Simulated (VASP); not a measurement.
# TaN (P6_3mc) in VASP: notebook

Runs on TaN. Level: r2SCAN. Tasks: relaxation of the atoms, relaxation of cell and atoms, relaxation of shape and atoms at fixed volume.

Program: VASP 6.6.1. These are calculated values, not measurements. Logs are shortened: lines on timing, memory, paths and dates and some standing lists are left out, and cuts for length are marked.

### Step 1. The cell of the first run

Symmetry: P6_3mc, No. 186, hexagonal system. Conventional cell: a = 3.134 Å, b = 3.134 Å, c = 6.361 Å, α = 90.00°, β = 90.00°, γ = 120.00°. Within 2.7 Å of Ta (site symmetry 3m) lie 4 N at 2.02 to 2.15 Å. Within 2.7 Å of N (site symmetry 3m) lie 4 Ta at 2.02 to 2.15 Å.

### Step 2. Relaxation of the atoms, r2SCAN (strain along c alone, the other axes held: +4.5 %)

Input file POSCAR:

```
TaN
1.0
    3.1344588821      0.0000000000      0.0000000000
   -1.5672294410      2.7145210190      0.0000000000
    0.0000000000      0.0000000000      6.3607655154
Ta N
2 2
Direct
    0.3333333333      0.6666666667      0.0336125979
    0.6666666667      0.3333333333      0.5336125979
    0.3333333333      0.6666666667      0.3513874021
    0.6666666667      0.3333333333      0.8513874021
```

Input file INCAR.step1:

```
SYSTEM = TaN
PREC = Accurate
ENCUT = 520
ISMEAR = 0
SIGMA = 0.1
LREAL = .FALSE.
LASPH = .TRUE.
NELM = 80
GGA = PE
ALGO = Normal
EDIFF = 1E-4
LWAVE = .TRUE.
LCHARG = .FALSE.
KPAR = 4
```

Input file INCAR.step2:

```
SYSTEM = TaN
PREC = Accurate
ENCUT = 520
EDIFF = 1E-6
ISMEAR = 0
SIGMA = 0.1
LREAL = .FALSE.
LASPH = .TRUE.
NELM = 80
ALGO = Normal
ISIF = 2
LWAVE = .FALSE.
LCHARG = .FALSE.
METAGGA = R2SCAN
LMIXTAU = .TRUE.
IBRION = 2
NSW = 60
EDIFFG = -0.008
ISTART = 1
KPAR = 4
```

Input file KPOINTS:

```
regular mesh
0
G
  18 18 10
  0 0 0
```

Potentials or basis: VASP PAW PBE potentials, release 64 (Ta_pv, N).

Command:

```console
cat potpaw_PBE.64/Ta_pv/POTCAR potpaw_PBE.64/N/POTCAR > POTCAR
cp INCAR.step1 INCAR
mpirun -np 4 vasp_std > vasp.out
cp INCAR.step2 INCAR
mpirun -np 4 vasp_std > vasp.out
```

OUTCAR:

```text
SYSTEM = TaN
   PREC = Accurate
   ENCUT = 520
   EDIFF = 1E-6
   ISMEAR = 0
   LREAL = .FALSE.
   LASPH = .TRUE.
   NELM = 80
   ISIF = 2
   METAGGA = R2SCAN
   IBRION = 2
   NSW = 60
   EDIFFG = -0.008
   ISTART = 1

 ion  position               nearest neighbor table
   1  0.333  0.667  0.034-   3 2.02   4 2.15   4 2.15   4 2.15
   2  0.667  0.333  0.534-   4 2.02   3 2.15   3 2.15   3 2.15
   3  0.333  0.667  0.351-   1 2.02   2 2.15   2 2.15   2 2.15
   4  0.667  0.333  0.851-   2 2.02   1 2.15   1 2.15   1 2.15

  LATTYP: Found a hexagonal cell.
 ALAT       =     3.1344588821
 C/A-ratio  =     2.0293025861

  Lattice vectors:

 A1 = (   3.1344588821,   0.0000000000,   0.0000000000)
 A2 = (  -1.5672294410,   2.7145210190,   0.0000000000)
 A3 = (   0.0000000000,   0.0000000000,   6.3607655154)

Analysis of symmetry for initial positions (statically):
=====================================================================
 Subroutine PRICEL returns:
 Original cell was already a primitive cell.

 Routine SETGRP: Setting up the symmetry group for a
 hexagonal supercell.

 Subroutine GETGRP returns: Found 12 space group operations
 (whereof  6 operations were pure point group operations)
 out of a pool of 24 trial point group operations.

The static configuration has the point symmetry C_3v.
 The point group associated with its full space group is C_6v.

Analysis of symmetry for dynamics (positions and initial velocities):
=====================================================================
 Subroutine PRICEL returns:
 Original cell was already a primitive cell.

 Routine SETGRP: Setting up the symmetry group for a
 hexagonal supercell.

 Subroutine GETGRP returns: Found 12 space group operations
 (whereof  6 operations were pure point group operations)
 out of a pool of 24 trial point group operations.

The dynamic configuration has the point symmetry C_3v.
 The point group associated with its full space group is C_6v.

 Subroutine INISYM returns: Found 12 space group operations
 (whereof  6 operations are pure point group operations),
 and found     1 'primitive' translations

----------------------------------------------------------------------------------------

                                     Primitive cell

  volume of cell :      54.1209

  direct lattice vectors                    reciprocal lattice vectors
     3.134458882  0.000000000  0.000000000     0.319034333  0.184194558  0.000000000
    -1.567229441  2.714521019  0.000000000     0.000000000  0.368389117  0.000000000
     0.000000000  0.000000000  6.360765515     0.000000000  0.000000000  0.157213782

  length of vectors
     3.134458882  3.134458882  6.360765515     0.368389117  0.368389117  0.157213782

  position of ions in fractional coordinates (direct lattice)
     0.333333333  0.666666667  0.033612598
     0.666666667  0.333333333  0.533612598
     0.333333333  0.666666667  0.351387402
     0.666666667  0.333333333  0.851387402

  ion indices of the primitive-cell ions
   primitive index   ion index
                 1           1
                 2           2
                 3           3
                 4           4

----------------------------------------------------------------------------------------

 KPOINTS: regular mesh

Automatic generation of k-mesh.
 Grid dimensions read from file:
 generate k-points for:   18   18   10

 Generating k-lattice:

  Cartesian coordinates                     Fractional coordinates (reciprocal lattice)
     0.017724130  0.010233031  0.000000000     0.055555556  0.000000000  0.000000000
     0.000000000  0.020466062  0.000000000     0.000000000  0.055555556  0.000000000
     0.000000000  0.000000000  0.015721378     0.000000000  0.000000000  0.100000000

  Length of vectors
     0.020466062  0.020466062  0.015721378

  Shift w.r.t. Gamma in fractional coordinates (k-lattice)
     0.000000000  0.000000000  0.000000000

 Subroutine IBZKPT returns following result:
 ===========================================

 Found    222 irreducible k-points:

 Following reciprocal coordinates:
            Coordinates               Weight
  0.000000  0.000000  0.000000      1.000000
  0.055556  0.000000  0.000000      6.000000
  0.111111  0.000000  0.000000      6.000000
  0.166667 -0.000000  0.000000      6.000000
  0.222222 -0.000000  0.000000      6.000000
  0.277778  0.000000  0.000000      6.000000
[... 16 lines left out ...]
  0.333333  0.111111  0.000000     12.000000
  0.388889  0.111111  0.000000     12.000000
 [... further k-points ...]
   k-points           NKPTS =    222   k-points in BZ     NKDIM =    222   number of bands    NBANDS=     20
   number of dos      NEDOS =    301   number of ions     NIONS =      4
   total plane-waves  NPLWV =  27648
   dimension x,y,z NGX =    24 NGY =   24 NGZ =   48
   dimension x,y,z NGXF=    48 NGYF=   48 NGZF=   96
   ions per type =               2   2
   NGX,Y,Z   is equivalent  to a cutoff of  12.73, 12.73, 12.55 a.u.
   NGXF,Y,Z  is equivalent  to a cutoff of  25.46, 25.46, 25.09 a.u.
 SYSTEM =  TaN
   PREC   = accura    normal or accurate (medium, high low for compatibility)
   ISTART =      1    job   : 0-new  1-cont  2-samecut
   ICHARG =      0    charge: 1-file 2-atom 10-const
   ISPIN  =      1    spin polarized calculation?
   LNONCOLLINEAR =      F non collinear calculations
   LSORBIT =      F    spin-orbit coupling
   LASPH  =      T    aspherical Exc in radial PAW
   ENCUT  =  520.0 eV  38.22 Ry    6.18 a.u.   5.83  5.83 11.83*2*pi/ulx,y,z
   NELM   =     80;   NELMIN=  2; NELMDL=  0     # of ELM steps
   EDIFF  = 0.1E-05   stopping-criterion for ELM
   LREAL  =      F    real-space projection
   EDIFFG = -.8E-02   stopping-criterion for IOM
   NSW    =     60    number of steps for IOM
   IBRION =      2    ionic relax: 0-MD 1-quasi-New 2-CG
   NFREE  =      1    steps in history (QN), initial steepest desc. (CG)
   ISIF   =      2    stress and relaxation
   ISYM   =      2    0-nonsym 1-usesym 2-fastsym
   POTIM  = 0.5000    time-step for ionic-motion
   TEBEG  =    0.0;   TEEND  =   0.0 temperature during run
   PSTRESS=    0.0 pullay stress
   NELECT =      32.0000    total number of electrons
   NUPDOWN=      -1.0000    fix difference up-down
   EMIN   =  10.00;   EMAX   =-10.00  energy-range for DOS
   EFERMI =   0.00;   METHOD = LEGACY
   ISMEAR =     0;   SIGMA  =   0.10  broadening in eV -4-tet -1-fermi 0-gaus
   EFERMI_NEDOS =   21; number of points for ismear=-14 and -15
   IALGO  =     38    algorithm
   IMIX   =      4    mixing-type and parameters
     AMIX     =   0.40;   BMIX     =  1.00
     AMIX_MAG =   1.60;   BMIX_MAG =  1.00
  volume/ion in A,a.u.               =      13.53        91.31
  Fermi-wavevector in a.u.,A,eV,Ry     =   1.374052  2.596581 25.688048  1.888018
  Thomas-Fermi vector in A             =   2.499513
   LORBIT       =      0    0 simple, 1 ext, 2 COOP (PROOUT), +10 PAW based schemes
   METAGGA = R2SCAN    functional components
   LHFCALC =     F    Hartree Fock is set to
   AEXX    =    0.0000 exact exchange contribution
   IVDW    =     0    specifies the selected vdW correction
   LEPSILON=     F    determine dielectric tensor
   LRPA    =     F    only Hartree local field effects (RPA)
 conjugate gradient relaxation of ions
 non-spin polarized calculation
 Gauss-broadening in eV      SIGMA  =   0.10
  energy-cutoff  :      520.00
  volume of cell :       54.12
 maximum number of plane-waves:      1476
 NGX is ok and might be reduce to    24
   NGX = 11   NGY = 11   NGZ = 23

--------------------------------------- Ionic step        1  -------------------------------------------

 number of electron      31.9999995 magnetization

 Free energy of the ion-electron system (eV)
  ---------------------------------------------------
  ext. energy  EPLUGINS =         0.00000000
  ---------------------------------------------------
  free energy    TOTEN  =      -118.95269977 eV

  energy without entropy =     -118.95141367  energy(sigma->0) =     -118.95205672

------------------------ aborting loop because EDIFF is reached ----------------------------------------

  FORCE on cell =-STRESS in cart. coord.  units (eV):
  Direction    XX          YY          ZZ          XY          YZ          ZX
  --------------------------------------------------------------------------------------
  -------------------------------------------------------------------------------------
  Total       -2.2727274     -2.2727274     -7.8353327     -0.0000000      0.0000000      0.0000000
  in kB      -67.2810485    -67.2810485   -231.9545268     -0.0000000      0.0000000      0.0000000
  external PRESSURE =    -122.1722079 kB  Pullay stress =       0.0000000 kB
[... 61 lines left out ...]
  energy  without entropy=     -118.9524062825  energy(sigma->0) =     -118.95285535

--------------------------------------- Ionic step        3  -------------------------------------------

 number of electron      31.9999997 magnetization

 Free energy of the ion-electron system (eV)
  ---------------------------------------------------
  ext. energy  EPLUGINS =         0.00000000
  ---------------------------------------------------
  free energy    TOTEN  =      -118.95467917 eV

  energy without entropy =     -118.95363579  energy(sigma->0) =     -118.95415748

 E-fermi :   5.9402     XC(G=0): -12.7974

 val. band max:        5.9243642006   @ k =   0.1111   0.0000   0.0000
 cond. band min:       5.9788737483   @ k =   0.1111   0.0000   0.1000
 fundamental gap:      0.0545095477
 Fermi energy:         5.9401880434

 k-point     1 :       0.0000    0.0000    0.0000
  band No.  band energies     occupation
      1     -30.8660      2.00000
      2     -30.6061      2.00000
      3     -30.3334      2.00000
      4     -30.3334      2.00000
      5     -30.3145      2.00000
      6     -30.3145      2.00000
[... 12 lines left out ...]
     19       8.3568      0.00000
[... 513 lines left out ...]
      4     -30.5975      2.00000
      5     -30.5026      2.00000
      6     -30.4736      2.00000
[... 12 lines left out ...]
     19       8.7421      0.00000
     20       9.6647      0.00000

 [... further k-points ...]

------------------------ aborting loop because EDIFF is reached ----------------------------------------

  FORCE on cell =-STRESS in cart. coord.  units (eV):
  Direction    XX          YY          ZZ          XY          YZ          ZX
  --------------------------------------------------------------------------------------
  -------------------------------------------------------------------------------------
  Total       -2.4081253     -2.4081253     -7.5563990     -0.0000000      0.0000000      0.0000000
  in kB      -71.2893228    -71.2893228   -223.6970683     -0.0000000      0.0000000      0.0000000
  external PRESSURE =    -122.0919046 kB  Pullay stress =       0.0000000 kB
[... 19 lines left out ...]
  FREE ENERGIE OF THE ION-ELECTRON SYSTEM (eV)
  ---------------------------------------------------
  free  energy   TOTEN  =      -118.9546791748 eV

  energy  without entropy=     -118.9536357889  energy(sigma->0) =     -118.95415748

 reached required accuracy - stopping structural energy minimisation
```

Run time: 5.4 min. Hardware: 4 MPI ranks of Intel Xeon Platinum 8488C (Sapphire Rapids), shared host; peak memory 0.34 GiB.

What came out:

```yaml
Free_energy: -118.9547 eV
Energy_gained_by_relaxing: 0.5 meV/atom
Ionic_steps: 3
Pressure_after_relaxing: -12.2 GPa
Band_gap_on_the_k_mesh: 0.05 eV (least direct gap 0.16 eV)
```

Stress tensor (GPa, compression positive):
```
 -7.13   0.00   0.00
  0.00  -7.13   0.00
  0.00   0.00 -22.37
```

The path:
```csv
step,energy change (eV),largest force (eV/Å),pressure (GPa)
1,0.0000,0.1928,-12.22
2,-0.0006,0.1646,-12.17
3,-0.0020,0.0004,-12.21
```

Final structure:
```
Ta N
1.0
     3.13446    0.00000    0.00000
    -1.56723    2.71452    0.00000
     0.00000    0.00000    6.36077
Ta N
2 2
Direct
  0.33333 0.66667 0.03441
  0.66667 0.33333 0.53441
  0.33333 0.66667 0.35059
  0.66667 0.33333 0.85059
```

Caveat: the cell differs from its parent crystal (strain along c alone, the other axes held: +4.5 %); the PAW data sets were made with another functional, which shifts forces and pressure a little; spin-orbit coupling is left out, which moves the levels of the heavy elements.

### Step 3. Relaxation of cell and atoms, r2SCAN

This run uses another cell than the first one, of 12.95 Å³/atom.

Input file POSCAR:

```
TaN
1.0
    3.1338393792      0.0000000000      0.0000000000
   -1.5669196896      2.7139845138      0.0000000000
    0.0000000000      0.0000000000      6.0892218994
Ta N
2 2
Direct
    0.3333333333      0.6666666667      0.0313700747
    0.6666666667      0.3333333333      0.5313700747
    0.3333333333      0.6666666667      0.3536299253
    0.6666666667      0.3333333333      0.8536299253
```

Input file INCAR.step1:

```
SYSTEM = TaN
PREC = Accurate
ENCUT = 600
ISMEAR = 0
SIGMA = 0.1
LREAL = .False.
LASPH = .True.
NELM = 100
GGA = PE
ALGO = Normal
EDIFF = 1E-4
LWAVE = .True.
LCHARG = .False.
KPAR = 4
```

Input file INCAR.step2:

```
SYSTEM = TaN
PREC = Accurate
ENCUT = 600
EDIFF = 1E-6
ISMEAR = 0
SIGMA = 0.1
LREAL = .False.
LASPH = .True.
NELM = 100
ALGO = Normal
ISIF = 3
LWAVE = .False.
LCHARG = .False.
METAGGA = R2SCAN
LMIXTAU = .True.
IBRION = 2
NSW = 100
EDIFFG = -0.005
ISTART = 1
KPAR = 4
```

Input file KPOINTS:

```
Automatic mesh
0
Gamma
  18 18 8
  0 0 0
```

Potentials or basis: VASP PAW PBE potentials, release 64 (Ta_pv, N).

Command:

```console
cat potpaw_PBE.64/Ta_pv/POTCAR potpaw_PBE.64/N/POTCAR > POTCAR
cp INCAR.step1 INCAR
mpirun -np 4 vasp_std > vasp.out
cp INCAR.step2 INCAR
mpirun -np 4 vasp_std > vasp.out
```

Run time: 67 min. Hardware: 4 MPI ranks of Oxide Virtual Turin-like, shared host; peak memory 0.35 GiB.

Results (log left out):

* Free energy: -119.1104 eV
* Relaxed volume: 13.01 Å³/atom
* Relaxed cell: a = 3.139 Å, b = 3.139 Å, c = 6.096 Å, α = 90.00°, β = 90.00°, γ = 120.00°
* Space group after relaxing (to 0.1 Å): P6_3mc (No. 186)
* Energy gained by relaxing: 0.2 meV/atom
* Ionic steps: 13
* Pressure after relaxing: 0.0 GPa
* Band gap on the k mesh: zero (bands 16 and 17 overlap by 0.27 eV)

The path:
| step | energy change (eV) | largest force (eV/Å) | pressure (GPa) | volume (Å³) |
| --- | --- | --- | --- | --- |
| 1 | 0.0000 | 0.0484 | 1.21 | 51.79 |
| 2 | 0.0049 | 0.1240 | -2.83 | 52.53 |
| 3 | -0.0009 | 0.0028 | 0.04 | 52.00 |
| 4 | -0.0009 | 0.0016 | 0.07 | 51.99 |
| 5 | -0.0009 | 0.0223 | -0.03 | 52.03 |
| 6 | -0.0009 | 0.0140 | 0.00 | 52.01 |
| 7 | -0.0009 | 0.0007 | -0.05 | 52.03 |
| 8 | -0.0009 | 0.0006 | -0.04 | 52.03 |
| 9 | -0.0009 | 0.0044 | -0.07 | 52.03 |
| 10 | -0.0009 | 0.0012 | -0.06 | 52.03 |
| 11 | -0.0009 | 0.0008 | -0.06 | 52.03 |
| 12 | -0.0009 | 0.0025 | 0.09 | 52.01 |
| 13 | -0.0009 | 0.0011 | 0.00 | 52.02 |

Final structure:
```xyz
4
Lattice="3.1391 0.0000 0.0000 -1.5695 2.7185 0.0000 0.0000 0.0000 6.0958" Properties=species:S:1:pos:R:3 pbc="T T T"
Ta    0.0000    1.8124    0.1899
Ta    1.5695    0.9062    3.2378
N     0.0000    1.8124    2.1570
N     1.5695    0.9062    5.2049
```

Levels at points of the mesh, in eV from the Fermi level:
```tsv
k point	band 13	band 14	band 15	band 16	band 17	band 18	band 19	band 20
(0.00, 0.00, 0.00)	-4.78	-4.78	-0.85	-0.85	0.21	0.21	2.35	2.35
(0.50, 0.00, 0.00)	-5.13	-3.95	-2.40	-0.66	1.19	2.36	2.79	3.59
(0.00, 0.00, 0.50)	-5.29	-5.29	0.10	0.10	1.05	1.05	1.05	1.05
(0.50, 0.00, 0.50)	-5.09	-5.09	-1.05	-1.05	1.59	1.59	3.49	3.49
```

Caveat: the PAW data sets were made with another functional, which shifts forces and pressure a little; spin-orbit coupling is left out, which moves the levels of the heavy elements.

### Step 4. Relaxation of shape and atoms at fixed volume, r2SCAN (12.17 Å³/atom)

This run uses another cell than the first one, of 12.17 Å³/atom.

Input file POSCAR:

```
TaN
1.0
    3.0603625856      0.0000000000      0.0000000000
   -1.5301812928      2.6503517440      0.0000000000
    0.0000000000      0.0000000000      6.0020600435
Ta N
2 2
Direct
    0.3333333333      0.6666666667      0.0319037822
    0.6666666667      0.3333333333      0.5319037822
    0.3333333333      0.6666666667      0.3530962178
    0.6666666667      0.3333333333      0.8530962178
```

Input file INCAR.step1:

```
SYSTEM = TaN
  PREC = Accurate
  ENCUT = 600
  ISMEAR = 0
  SIGMA = 0.1
  LREAL = .FALSE.
  LASPH = .TRUE.
  NELM = 80
  GGA = PE
  ALGO = Normal
  EDIFF = 1E-4
  LWAVE = .TRUE.
  LCHARG = .FALSE.
  KPAR = 4
```

Input file INCAR.step2:

```
SYSTEM = TaN
  PREC = Accurate
  ENCUT = 600
  EDIFF = 1E-6
  ISMEAR = 0
  SIGMA = 0.1
  LREAL = .FALSE.
  LASPH = .TRUE.
  NELM = 80
  ALGO = Normal
  ISIF = 4
  LWAVE = .FALSE.
  LCHARG = .FALSE.
  METAGGA = R2SCAN
  LMIXTAU = .TRUE.
  IBRION = 2
  NSW = 50
  EDIFFG = -0.01
  ISTART = 1
  KPAR = 4
```

Input file KPOINTS:

```
regular mesh
0
G
  18 18 8
  0 0 0
```

Command:

```console
cat potpaw_PBE.64/Ta_pv/POTCAR potpaw_PBE.64/N/POTCAR > POTCAR
cp INCAR.step1 INCAR
mpirun -np 4 vasp_std > vasp.out
cp INCAR.step2 INCAR
mpirun -np 4 vasp_std > vasp.out
```

Wall time 16 min (4 MPI ranks of Oxide Virtual Turin-like, shared host); peak memory 0.31 GiB.

Results (log left out):

```
Free energy               : -118.9194 eV
Energy gained by relaxing : 1.3 meV/atom
Ionic steps               : 5
Pressure after relaxing   : 19.2 GPa
Band gap on the k mesh    : zero (bands 16 and 17 overlap by 0.16 eV)
```

Step by step:
| step | energy change (eV) | largest force (eV/Å) | pressure (GPa) | volume (Å³) |
| --- | --- | --- | --- | --- |
| 1 | 0.0000 | 0.0936 | 20.09 | 48.68 |
| 2 | 0.0080 | 0.5554 | 18.87 | 48.68 |
| 3 | -0.0028 | 0.1340 | 19.63 | 48.68 |
| 4 | -0.0049 | 0.0340 | 19.28 | 48.68 |
| 5 | -0.0050 | 0.0011 | 19.17 | 48.68 |

Final structure:
```
CELL_PARAMETERS angstrom
3.04731 0.00000 0.00000
-1.52365 2.63905 0.00000
0.00000 0.00000 6.05360
ATOMIC_POSITIONS crystal
Ta 0.33333 0.66667 0.03267
Ta 0.66667 0.33333 0.53267
N 0.33333 0.66667 0.35233
N 0.66667 0.33333 0.85233
```

Levels at points of the mesh, in eV from the Fermi level:
```
           k point  band 14  band 15  band 16  band 17  band 18  band 19
(0.00, 0.00, 0.00)    -4.85    -1.01    -0.79     0.28     0.28     2.62
(0.50, 0.00, 0.00)    -3.97    -2.69    -0.59     1.28     2.62     3.05
(0.00, 0.00, 0.50)    -5.38     0.02     0.02     1.15     1.15     1.15
(0.50, 0.00, 0.50)    -5.21    -1.19    -1.19     1.74     1.74     4.01
```

Caveat: the PAW data sets were made with another functional, which shifts forces and pressure a little; spin-orbit coupling is left out, which moves the levels of the heavy elements.

### Step 5. Overview

```csv
task,cell,k mesh,cutoff (eV),gap on the mesh (eV),pressure (GPa)
relaxation of the atoms,"atoms relaxed from a = 3.134, b = 3.134, c = 6.361 Å, angles 90.0, 90.0, 120.0°, 4 atoms, atomic positions A",18 × 18 × 10,520,0.05,-12.2
relaxation of cell and atoms,"relaxed from a = 3.134, b = 3.134, c = 6.089 Å, angles 90.0, 90.0, 120.0°, 4 atoms, atomic positions B",18 × 18 × 8,600,none,0.0
relaxation of shape and atoms at fixed volume,"relaxed from a = 3.060, b = 3.060, c = 6.002 Å, angles 90.0, 90.0, 120.0°, 4 atoms, atomic positions C",18 × 18 × 8,600,none,19.2
```

Alike in all rows: level r2SCAN; potentials or basis VASP PAW PBE potentials, release 64 (Ta_pv, N); no spin polarisation; smearing gaussian 0.1 eV.

Caveats: the PAW data sets were made with another functional, which shifts forces and pressure a little; spin-orbit coupling is left out, which moves the levels of the heavy elements.

Absolute energies hang on the potentials; compare differences alone.

The gap in the log of VASP goes by the Fermi energy; the results here count the filled bands.